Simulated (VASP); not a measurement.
# SrTiO3 (Tausonite) (Pm-3m) in VASP: further runs

The runs below take SrTiO3 (Tausonite) through single point, with r2SCAN.

All numbers are computed with VASP 6.6.1; they aren't measurements. Logs are shortened: lines on timing, memory, paths and dates and some standing lists are left out, and cuts for length are marked.

## 1. The cell of the first run

Symmetry: Pm-3m, No. 221, cubic system. The conventional cell has a = 3.905 Å, b = 3.905 Å, c = 3.905 Å, α = 90.00°, β = 90.00°, γ = 90.00°. Within 3.6 Å of Sr (site symmetry m-3m) lie 12 O at 2.76 Å and 8 Ti at 3.38 Å. Within 2.6 Å of Ti (site symmetry m-3m) lie 6 O at 1.95 Å. Within 2.6 Å of O (site symmetry 4/mmm) lie 2 Ti at 1.95 Å.

## 2. Single point, r2SCAN

The input, POSCAR:

```
SrTiO3
1.0
    3.9052800000      0.0000000000      0.0000000000
    0.0000000000      3.9052800000      0.0000000000
    0.0000000000      0.0000000000      3.9052800000
Sr Ti O
1 1 3
Direct
    0.5000000000      0.5000000000      0.5000000000
    0.0000000000      0.0000000000      0.0000000000
    0.5000000000      0.0000000000      0.0000000000
    0.0000000000      0.5000000000      0.0000000000
    0.0000000000      0.0000000000      0.5000000000
```

The input, INCAR.step1:

```
ALGO     = Normal         # electronic algorithm
EDIFF    = 1E-4           # SCF threshold, eV
ENCUT    = 520            # plane-wave cutoff, eV
GGA      = PE             # functional
ISMEAR   = 0              # smearing method
LASPH    = T              # aspherical terms in the spheres
LCHARG   = F              # write CHGCAR
LREAL    = F              # projectors in reciprocal space
LWAVE    = T              # write WAVECAR
NBANDS   = 28             # bands
NELM     = 80             # most SCF steps
PREC     = Accurate       # precision mode
SIGMA    = 0.1            # smearing width, eV
```

The input, INCAR.step2:

```
ALGO     = Normal         # electronic algorithm
EDIFF    = 1E-6           # SCF threshold, eV
ENCUT    = 520            # plane-wave cutoff, eV
ISIF     = 2              # what is computed and relaxed
ISMEAR   = 0              # smearing method
ISTART   = 1            
LASPH    = T              # aspherical terms in the spheres
LCHARG   = F              # write CHGCAR
LMIXTAU  = T            
LREAL    = F              # projectors in reciprocal space
LWAVE    = F              # write WAVECAR
METAGGA  = R2SCAN         # meta-GGA
NBANDS   = 28             # bands
NELM     = 80             # most SCF steps
PREC     = Accurate       # precision mode
SIGMA    = 0.1            # smearing width, eV
```

The input, KPOINTS:

```
k-points
0
Gamma
  6 6 6
```

Potentials or basis: VASP PAW PBE potentials, release 64 (Sr_sv, Ti_sv, O).

Command:

```bash
$ cat potpaw_PBE.64/Sr_sv/POTCAR potpaw_PBE.64/Ti_sv/POTCAR potpaw_PBE.64/O/POTCAR > POTCAR
$ cp INCAR.step1 INCAR
$ mpirun -np 1 vasp_std > vasp.out
$ cp INCAR.step2 INCAR
$ mpirun -np 1 vasp_std > vasp.out
```

OUTCAR:

```text
EDIFF = 1E-6
   ENCUT = 520
   ISIF = 2
   ISMEAR = 0
   ISTART = 1
   LASPH = T
   LREAL = F
   METAGGA = R2SCAN
   NELM = 80
   PREC = Accurate

 ion  position               nearest neighbor table
   1  0.500  0.500  0.500-   3 2.76   4 2.76   5 2.76   3 2.76   4 2.76   3 2.76   5 2.76   3 2.76
                             4 2.76   5 2.76   4 2.76   5 2.76   2 3.38   2 3.38   2 3.38   2 3.38
   2  0.000  0.000  0.000-   3 1.95   4 1.95   5 1.95   5 1.95   4 1.95   3 1.95   1 3.38   1 3.38
                             1 3.38   1 3.38   1 3.38   1 3.38   1 3.38   1 3.38
   3  0.500  0.000  0.000-   2 1.95   2 1.95   1 2.76   1 2.76   1 2.76   1 2.76
   4  0.000  0.500  0.000-   2 1.95   2 1.95   1 2.76   1 2.76   1 2.76   1 2.76
   5  0.000  0.000  0.500-   2 1.95   2 1.95   1 2.76   1 2.76   1 2.76   1 2.76

  LATTYP: Found a simple cubic cell.
 ALAT       =     3.9052800000

  Lattice vectors:

 A1 = (   3.9052800000,   0.0000000000,   0.0000000000)
 A2 = (   0.0000000000,   3.9052800000,   0.0000000000)
 A3 = (   0.0000000000,   0.0000000000,   3.9052800000)

Analysis of symmetry for initial positions (statically):
=====================================================================
 Subroutine PRICEL returns:
 Original cell was already a primitive cell.

 Routine SETGRP: Setting up the symmetry group for a
 simple cubic supercell.

 Subroutine GETGRP returns: Found 48 space group operations
 (whereof 48 operations were pure point group operations)
 out of a pool of 48 trial point group operations.

The static configuration has the point symmetry O_h .

Analysis of symmetry for dynamics (positions and initial velocities):
=====================================================================
 Subroutine PRICEL returns:
 Original cell was already a primitive cell.

 Routine SETGRP: Setting up the symmetry group for a
 simple cubic supercell.

 Subroutine GETGRP returns: Found 48 space group operations
 (whereof 48 operations were pure point group operations)
 out of a pool of 48 trial point group operations.

The dynamic configuration has the point symmetry O_h .

 Subroutine INISYM returns: Found 48 space group operations
 (whereof 48 operations are pure point group operations),
 and found     1 'primitive' translations

[... 94 lines left out ...]
   NELM   =     80;   NELMIN=  2; NELMDL=  0     # of ELM steps
   EDIFF  = 0.1E-05   stopping-criterion for ELM
   LREAL  =      F    real-space projection
   EDIFFG = 0.1E-04   stopping-criterion for IOM
   NSW    =      0    number of steps for IOM
   IBRION =     -1    ionic relax: 0-MD 1-quasi-New 2-CG
   NFREE  =      0    steps in history (QN), initial steepest desc. (CG)
   ISIF   =      2    stress and relaxation
   ISYM   =      2    0-nonsym 1-usesym 2-fastsym
   POTIM  = 0.5000    time-step for ionic-motion
   TEBEG  =    0.0;   TEEND  =   0.0 temperature during run
   PSTRESS=    0.0 pullay stress
   NELECT =      40.0000    total number of electrons
   NUPDOWN=      -1.0000    fix difference up-down
   EMIN   =  10.00;   EMAX   =-10.00  energy-range for DOS
   EFERMI =   0.00;   METHOD = LEGACY
   ISMEAR =     0;   SIGMA  =   0.10  broadening in eV -4-tet -1-fermi 0-gaus
   EFERMI_NEDOS =   21; number of points for ismear=-14 and -15
   IALGO  =     38    algorithm
   IMIX   =      4    mixing-type and parameters
     AMIX     =   0.40;   BMIX     =  1.00
     AMIX_MAG =   1.60;   BMIX_MAG =  1.00
  volume/ion in A,a.u.               =      11.91        80.39
  Fermi-wavevector in a.u.,A,eV,Ry     =   1.433648  2.709203 27.964703  2.055348
  Thomas-Fermi vector in A             =   2.553143
   LORBIT       =      0    0 simple, 1 ext, 2 COOP (PROOUT), +10 PAW based schemes
   METAGGA = R2SCAN    functional components
   LHFCALC =     F    Hartree Fock is set to
   AEXX    =    0.0000 exact exchange contribution
   IVDW    =     0    specifies the selected vdW correction
   LEPSILON=     F    determine dielectric tensor
   LRPA    =     F    only Hartree local field effects (RPA)
 non-spin polarized calculation
 Gauss-broadening in eV      SIGMA  =   0.10
  energy-cutoff  :      520.00
  volume of cell :       59.56
 maximum number of plane-waves:      1628
 NGX is ok and might be reduce to    30
   NGX = 15   NGY = 15   NGZ = 15

 number of electron      40.0000005 magnetization

 Free energy of the ion-electron system (eV)
  ---------------------------------------------------
  ext. energy  EPLUGINS =         0.00000000
  ---------------------------------------------------
  free energy    TOTEN  =       -63.32842914 eV

  energy without entropy =      -63.32842914  energy(sigma->0) =      -63.32842914

 E-fermi :   4.4402     XC(G=0): -11.9334

 val. band max:        3.8472579939   @ k =   0.5000   0.5000   0.5000
 cond. band min:       6.1225005377   @ k =   0.0000   0.0000   0.0000
 fundamental gap:      2.2752425438
 Fermi energy:         4.4401613267

 k-point     1 :       0.0000    0.0000    0.0000
  band No.  band energies     occupation
      1     -54.8271      2.00000
      2     -30.0242      2.00000
      3     -30.0242      2.00000
      4     -30.0242      2.00000
      5     -30.0234      2.00000
      6     -14.5702      2.00000
[... 609 lines left out ...]
     27      12.6825      0.00000
     28      12.6825      0.00000

------------------------ aborting loop because EDIFF is reached ----------------------------------------

  FORCE on cell =-STRESS in cart. coord.  units (eV):
  Direction    XX          YY          ZZ          XY          YZ          ZX
  --------------------------------------------------------------------------------------
  -------------------------------------------------------------------------------------
  Total        0.4341569      0.4341569      0.4341569     -0.0000000     -0.0000000      0.0000000
  in kB       11.6788687     11.6788687     11.6788687     -0.0000000     -0.0000000      0.0000000
  external PRESSURE =      11.6788687 kB  Pullay stress =       0.0000000 kB

 VOLUME and BASIS-vectors are now :
 -----------------------------------------------------------------------------
  energy-cutoff  :      520.00
  volume of cell :       59.56
      direct lattice vectors                 reciprocal lattice vectors
     3.905280000  0.000000000  0.000000000     0.256063586  0.000000000  0.000000000
     0.000000000  3.905280000  0.000000000     0.000000000  0.256063586  0.000000000
     0.000000000  0.000000000  3.905280000     0.000000000  0.000000000  0.256063586

 POSITION                                       TOTAL-FORCE (eV/Angst)
 -----------------------------------------------------------------------------------
      1.95264      1.95264      1.95264         0.000000      0.000000      0.000000
      0.00000      0.00000      0.00000         0.000000      0.000000      0.000000
      1.95264      0.00000      0.00000         0.000000      0.000000      0.000000
      0.00000      1.95264      0.00000         0.000000      0.000000      0.000000
      0.00000      0.00000      1.95264         0.000000      0.000000      0.000000
 -----------------------------------------------------------------------------------
    total drift:                                0.000000     -0.000000      0.000000

  FREE ENERGIE OF THE ION-ELECTRON SYSTEM (eV)
  ---------------------------------------------------
  free  energy   TOTEN  =       -63.3284291397 eV

  energy  without entropy=      -63.3284291397  energy(sigma->0) =      -63.32842914
```

OUTCAR.step1:

```text
EDIFF = 1E-4
   ENCUT = 520
   GGA = PE
   ISMEAR = 0
[... 848 lines left out ...]
      0.00000      0.00000      0.00000         0.000000      0.000000      0.000000
      1.95264      0.00000      0.00000         0.000000      0.000000      0.000000
      0.00000      1.95264      0.00000         0.000000      0.000000      0.000000
      0.00000      0.00000      1.95264         0.000000      0.000000      0.000000
 -----------------------------------------------------------------------------------
    total drift:                                0.000000     -0.000000      0.000000

  FREE ENERGIE OF THE ION-ELECTRON SYSTEM (eV)
  ---------------------------------------------------
  free  energy   TOTEN  =       -40.0764023352 eV

  energy  without entropy=      -40.0764023352  energy(sigma->0) =      -40.07640234
```

OSZICAR.step1:

```text
N       E                     dE             d eps       ncg     rms          rms(c)
DAV:   1     0.417951628541E+03    0.41795E+03   -0.20813E+04  1120   0.154E+03
DAV:   2    -0.496210976027E+01   -0.42291E+03   -0.40343E+03  1248   0.431E+02
DAV:   3    -0.479598983795E+02   -0.42998E+02   -0.42572E+02  1328   0.134E+02
DAV:   4    -0.503248880070E+02   -0.23650E+01   -0.23596E+01  1860   0.274E+01
DAV:   5    -0.503638844817E+02   -0.38996E-01   -0.38965E-01  1464   0.314E+00    0.266E+01
DAV:   6    -0.401347920303E+02    0.10229E+02   -0.52671E+01  1556   0.645E+01    0.147E+01
DAV:   7    -0.401491582269E+02   -0.14366E-01   -0.74002E+00  1460   0.206E+01    0.109E+01
DAV:   8    -0.401395852379E+02    0.95730E-02   -0.14033E+00  1348   0.122E+01    0.284E+00
DAV:   9    -0.400871335469E+02    0.52452E-01   -0.32728E-01  1404   0.523E+00    0.115E+00
DAV:  10    -0.400823983865E+02    0.47352E-02   -0.89194E-02  1356   0.207E+00    0.714E-01
DAV:  11    -0.400763939256E+02    0.60045E-02   -0.25493E-02  1736   0.151E+00    0.123E-01
DAV:  12    -0.400763839812E+02    0.99443E-05   -0.14857E-03  1356   0.389E-01    0.908E-02
DAV:  13    -0.400764023352E+02   -0.18354E-04   -0.31087E-04  1124   0.145E-01
   1 F= -.40076402E+02 E0= -.40076402E+02  d E =-.188400E-15
```

Run time: 80 s. Hardware: 1 thread of Intel Xeon 6975P-C (Granite Rapids), shared host; peak memory 0.19 GiB.

What came out:

| Quantity | Value |
| --- | --- |
| Free energy | -63.3284 eV |
| Pressure | 1.2 GPa |
| Band gap on the k mesh | 2.28 eV, indirect (least direct gap 2.66 eV) |

Caveat: the PAW data sets were made with another functional, which shifts forces and pressure a little. A k mesh can miss the band edges.

## 3. Single point, r2SCAN

Changes to POSCAR since step 2:

```diff
@@ -2,5 +2,5 @@
 1.0
-    3.9052800000      0.0000000000      0.0000000000
-    0.0000000000      3.9052800000      0.0000000000
-    0.0000000000      0.0000000000      3.9052800000
+    3.9068462000      0.0000000000      0.0000000000
+    0.0000000000      3.9068462000      0.0000000000
+    0.0000000000      0.0000000000      3.9068462000
 Sr Ti O
```

The input, INCAR.step1:

```
SYSTEM = SrTiO3
ALGO = Normal ; EDIFF = 1E-4
ENCUT = 520 ; GGA = PE
ISMEAR = 0 ; LASPH = .True.
LCHARG = .False. ; LREAL = .False.
LWAVE = .True. ; NBANDS = 28
NELM = 100 ; PREC = Accurate
SIGMA = 0.02
```

The input, INCAR.step2:

```
SYSTEM = SrTiO3
ALGO = Normal ; EDIFF = 1E-6
ENCUT = 520 ; ISIF = 2
ISMEAR = 0 ; ISTART = 1
LASPH = .True. ; LCHARG = .False.
LMIXTAU = .True. ; LREAL = .False.
LWAVE = .False. ; METAGGA = R2SCAN
NBANDS = 28 ; NELM = 100
PREC = Accurate ; SIGMA = 0.02
```

The input, KPOINTS:

```
k-points
0
Gamma
  8 8 8
  0 0 0
```

Potentials or basis: VASP PAW PBE potentials, release 64 (Sr_sv, Ti_sv, O).

Command:

```bash
$ cat potpaw_PBE.64/Sr_sv/POTCAR potpaw_PBE.64/Ti_sv/POTCAR potpaw_PBE.64/O/POTCAR > POTCAR
$ cp INCAR.step1 INCAR
$ mpirun -np 1 vasp_std > vasp.out
$ cp INCAR.step2 INCAR
$ mpirun -np 1 vasp_std > vasp.out
```

Run time: 1.8 min. Hardware: 1 thread of Intel Xeon 6975P-C (Granite Rapids), shared host; peak memory 0.21 GiB.

Results (log left out):

| Property | Result |
| --- | --- |
| Free energy | -63.3296 eV |
| Pressure | 0.9 GPa |
| Band gap on the k mesh | 2.27 eV, indirect (least direct gap 2.66 eV) |

Levels at points of the mesh, in eV from the valence-band top:
| k point | band 16 | band 17 | band 18 | band 19 | band 20 | band 21 | band 22 | band 23 | band 24 | band 25 |
| --- | --- | --- | --- | --- | --- | --- | --- | --- | --- | --- |
| (0.00, 0.00, 0.00) | -1.21 | -1.21 | -0.38 | -0.38 | -0.38 | 2.27 | 2.27 | 2.27 | 4.59 | 4.59 |
| (0.50, 0.00, 0.00) | -2.36 | -2.36 | -2.00 | -0.77 | -0.77 | 2.44 | 4.17 | 4.17 | 4.60 | 6.92 |
| (0.50, 0.50, 0.00) | -2.85 | -1.79 | -1.61 | -1.61 | -0.09 | 4.18 | 4.18 | 4.67 | 5.64 | 8.56 |
| (0.50, 0.50, 0.50) | -3.79 | -3.79 | 0.00 | 0.00 | 0.00 | 4.88 | 4.88 | 4.88 | 7.63 | 7.63 |

Caveat: the PAW data sets were made with another functional, which shifts forces and pressure a little. r2SCAN opens gaps a little over a GGA but as a rule still falls short of measured ones.

## 4. Single point, r2SCAN

Changes to POSCAR since step 3:

```diff
@@ -2,5 +2,5 @@
 1.0
-    3.9068462000      0.0000000000      0.0000000000
-    0.0000000000      3.9068462000      0.0000000000
-    0.0000000000      0.0000000000      3.9068462000
+    3.9069414224      0.0000000000      0.0000000000
+    0.0000000000      3.9069414224      0.0000000000
+    0.0000000000      0.0000000000      3.9069414224
 Sr Ti O
```

The input, INCAR.step1:

```
SYSTEM = SrTiO3
PREC = Accurate ; ENCUT = 520
ISMEAR = 0 ; SIGMA = 0.01
LREAL = .False. ; LASPH = .True.
NELM = 60 ; NBANDS = 28
GGA = PE ; ALGO = Normal
EDIFF = 1E-4 ; LWAVE = .True.
LCHARG = .False.
```

The input, INCAR.step2:

```
SYSTEM = SrTiO3
PREC = Accurate ; ENCUT = 520
EDIFF = 1E-6 ; ISMEAR = 0
SIGMA = 0.01 ; LREAL = .False.
LASPH = .True. ; NELM = 60
ALGO = Normal ; ISIF = 2
LWAVE = .False. ; LCHARG = .False.
METAGGA = R2SCAN ; LMIXTAU = .True.
NBANDS = 28 ; ISTART = 1
```

The input, KPOINTS:

```
regular mesh
0
Gamma
  8 8 8
  0 0 0
```

Command:

```bash
$ cat potpaw_PBE.64/Sr_sv/POTCAR potpaw_PBE.64/Ti_sv/POTCAR potpaw_PBE.64/O/POTCAR > POTCAR
$ cp INCAR.step1 INCAR
$ mpirun -np 1 vasp_std > vasp.out
$ cp INCAR.step2 INCAR
$ mpirun -np 1 vasp_std > vasp.out
```

Wall time 1.7 min (1 thread of Intel Xeon 6975P-C (Granite Rapids), shared host); peak memory 0.2 GiB.

Results (log left out):

```
Free energy            : -63.3296 eV
Pressure               : 0.9 GPa
Band gap on the k mesh : 2.27 eV, indirect (least direct gap 2.66 eV)
```

Levels at points of the mesh, in eV from the valence-band top:
```csv
k point,band 16,band 17,band 18,band 19,band 20,band 21,band 22,band 23,band 24,band 25
"(0.00, 0.00, 0.00)",-1.21,-1.21,-0.38,-0.38,-0.38,2.27,2.27,2.27,4.59,4.59
"(0.50, 0.00, 0.00)",-2.36,-2.36,-2.00,-0.77,-0.77,2.44,4.17,4.17,4.60,6.92
"(0.50, 0.50, 0.00)",-2.85,-1.79,-1.61,-1.61,-0.09,4.18,4.18,4.66,5.63,8.56
"(0.50, 0.50, 0.50)",-3.79,-3.79,0.00,0.00,0.00,4.88,4.88,4.88,7.63,7.63
```

Caveat: the PAW data sets were made with another functional, which shifts forces and pressure a little.

## 5. Single point, r2SCAN (volume scaled by 0.88)

Changes to POSCAR since step 4:

```diff
@@ -2,5 +2,5 @@
 1.0
-    3.9069414224      0.0000000000      0.0000000000
-    0.0000000000      3.9069414224      0.0000000000
-    0.0000000000      0.0000000000      3.9069414224
+    3.7438680932      0.0000000000      0.0000000000
+    0.0000000000      3.7438680932      0.0000000000
+    0.0000000000      0.0000000000      3.7438680932
 Sr Ti O
```

The input, INCAR.step1:

```
SYSTEM = SrTiO3
  PREC = Accurate
  ENCUT = 520
  ISMEAR = 0
  SIGMA = 0.02
  LREAL = .False.
  LASPH = .True.
  NELM = 80
  NBANDS = 28
  GGA = PE
  ALGO = Normal
  EDIFF = 1E-4
  LWAVE = .True.
  LCHARG = .False.
```

The input, INCAR.step2:

```
SYSTEM = SrTiO3
  PREC = Accurate
  ENCUT = 520
  EDIFF = 1E-6
  ISMEAR = 0
  SIGMA = 0.02
  LREAL = .False.
  LASPH = .True.
  NELM = 80
  ALGO = Normal
  ISIF = 2
  LWAVE = .False.
  LCHARG = .True.
  METAGGA = R2SCAN
  LMIXTAU = .True.
  LELF = .True.
  LVHAR = .True.
  NBANDS = 28
  ISTART = 1
```

KPOINTS is that of step 4.

Command:

```bash
$ cat potpaw_PBE.64/Sr_sv/POTCAR potpaw_PBE.64/Ti_sv/POTCAR potpaw_PBE.64/O/POTCAR > POTCAR
$ cp INCAR.step1 INCAR
$ mpirun -np 1 vasp_std > vasp.out
$ cp INCAR.step2 INCAR
$ mpirun -np 1 vasp_std > vasp.out
```

Run time: 99 s. Hardware: 1 thread of Intel Xeon 6975P-C (Granite Rapids), shared host; peak memory 0.2 GiB.

Results (log left out):

| Item | Value |
| --- | --- |
| Free energy | -62.6297 eV |
| Pressure | 33.3 GPa |
| Band gap on the k mesh | 2.54 eV, indirect (least direct gap 2.82 eV) |

Levels at points of the mesh, in eV from the valence-band top:
```csv
k point,band 17,band 18,band 19,band 20,band 21,band 22,band 23,band 24
"(0.00, 0.00, 0.00)",-1.45,-0.28,-0.28,-0.28,2.54,2.54,2.54,5.53
"(0.50, 0.00, 0.00)",-2.69,-2.43,-0.72,-0.72,2.77,4.92,4.92,5.65
"(0.50, 0.50, 0.00)",-1.73,-1.73,-1.65,-0.12,4.94,4.94,5.47,6.91
"(0.50, 0.50, 0.50)",-4.15,0.00,0.00,0.00,5.80,5.80,5.80,8.17
```

Caveat: the PAW data sets were made with another functional, which shifts forces and pressure a little.

(Continued in part 2 of 2.)
